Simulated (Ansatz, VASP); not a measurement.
NaF in VASP and in Ansatz

```
Na F
1.0
     0.00000    3.17454    5.74238
     1.65019    0.00000    5.74238
     1.65019    3.17454    0.00000
Na F
2 2
Direct
  0.18351 0.18351 0.81649
  0.43350 0.43350 0.06649
  0.81649 0.81649 0.18351
  0.06649 0.06649 0.43350
```

Alike in both runs: functional PBE; k mesh 8 × 8 × 8; occupations gaussian, width 0.02 eV; no spin polarisation.

Ansatz relaxed the structure, and its values are those at the end. VASP's run is a single point on that final structure, the one shown.

```csv
,VASP,Ansatz
version,VASP 6.6.1,Ansatz 0.2.0
potentials or method,"VASP PAW PBE potentials, release 64 (Na_pv, F), cutoff 520 eV","scalar-relativistic, plane waves, PAW"
valence electrons in the cell,28,32
```

```tsv
	VASP	Ansatz	Ansatz less VASP
gap on the k mesh at the Fermi level (eV)	5.37	5.38	+0.014
least direct gap on the mesh (eV)	5.37	5.38	+0.014
pressure (GPa)	-0.1	0.0	+0.06
```

VASP's potentials hold 28 valence electrons a cell and Ansatz's 32, so a difference there can come from the potentials and not from the codes.
